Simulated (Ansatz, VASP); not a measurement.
**Two plane-wave programs on ScAs2**

```
CELL_PARAMETERS angstrom
-2.65409 2.65409 2.65419
2.65409 -2.65409 2.65419
2.65409 2.65409 -2.65419
ATOMIC_POSITIONS crystal
Sc 0.00000 0.00000 0.00000
As 0.01551 0.51551 0.50000
As 0.48449 0.98449 0.50000
```

Alike in both runs: functional PBE; k mesh 6 × 6 × 6; occupations gaussian, width 0.1 eV; no spin polarisation.

Ansatz relaxed the structure, and its values are those at the end. VASP's run is a single point on that final structure, the one shown.

```csv
,VASP,Ansatz
version,VASP 6.6.1,Ansatz 0.2.0
potentials or method,"VASP PAW PBE potentials, release 64 (Sc_sv, As), cutoff 520 eV","scalar-relativistic, plane waves, PAW"
valence electrons in the cell,21,41
```

```tsv
	VASP	Ansatz	Ansatz less VASP
gap on the k mesh at the Fermi level (eV)	none	none	-
pressure (GPa)	0.2	0.0	-0.20
rms of the force components (eV/Å)	0.014	0.001	-0.0128
```

A gap of «none» marks a metal or a gap that the smearing closes. VASP's potentials hold 21 valence electrons a cell and Ansatz's 41, so a difference there can come from the potentials and not from the codes.
